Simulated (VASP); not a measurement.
Here is a VASP 6.6.1 calculation.

File INCAR:

```
SYSTEM = Cd3Se2S
ALGO     = Normal         ! electronic algorithm
EDIFF    = 1E-7           ! SCF threshold, eV
EDIFFG   = -0.01          ! ionic threshold
ENCUT    = 600            ! plane-wave cutoff, eV
GGA      = PE             ! functional
IBRION   = 2              ! ionic algorithm
ISIF     = 3              ! what is computed and relaxed
ISMEAR   = 0              ! smearing method
LASPH    = .True.         ! aspherical terms in the spheres
LCHARG   = .False.        ! write CHGCAR
LREAL    = .False.        ! projectors in reciprocal space
LWAVE    = .False.        ! write WAVECAR
NELM     = 80             ! most SCF steps
NSW      = 100            ! ionic steps
PREC     = Accurate       ! precision mode
SIGMA    = 0.02           ! smearing width, eV
```

File KPOINTS:

```
k-points
0
Gamma
  12 12 4
  0 0 0
```

The input POSCAR:

```
Cd3Se2S
1.0
    4.3155832000      0.0000000000      0.0000000000
   -2.1577916000      3.7374047000      0.0000000000
    0.0000000000      0.0000000000     10.5861007000
Cd Se S
3 2 1
Direct
    0.3333333000      0.6666667000      0.0002900000
    0.6666667000      0.3333333000      0.6578390000
    0.0000000000      0.0000000000      0.3424180000
    0.6666667000      0.3333333000      0.9113260000
    0.3333333000      0.6666667000      0.2531820000
    0.0000000000      0.0000000000      0.5849460000
```

Potentials or basis: VASP PAW PBE potentials, release 64 (Cd, Se, S).

Run with:

```sh
$ cat potpaw_PBE.64/Cd/POTCAR potpaw_PBE.64/Se/POTCAR potpaw_PBE.64/S/POTCAR > POTCAR
$ mpirun -np 1 vasp_std > vasp.out
```

What does it give for the space group after relaxing (to 0.1 Å)?

P3m1 (No. 156).

Estimate the relaxed volume.

28.59 Å³/atom.

What does it give for the relaxed cell?

a = 4.322 Å, b = 4.322 Å, c = 10.602 Å, α = 90.00°, β = 90.00°, γ = 120.00°.

Final structure:
```
CELL_PARAMETERS angstrom
4.32220 0.00000 0.00000
-2.16110 3.74314 0.00000
0.00000 0.00000 10.60249
ATOMIC_POSITIONS crystal
Cd 0.33333 0.66667 0.00030
Cd 0.66667 0.33333 0.65783
Cd 0.00000 0.00000 0.34242
Se 0.66667 0.33333 0.91132
Se 0.33333 0.66667 0.25317
S 0.00000 0.00000 0.58497
```
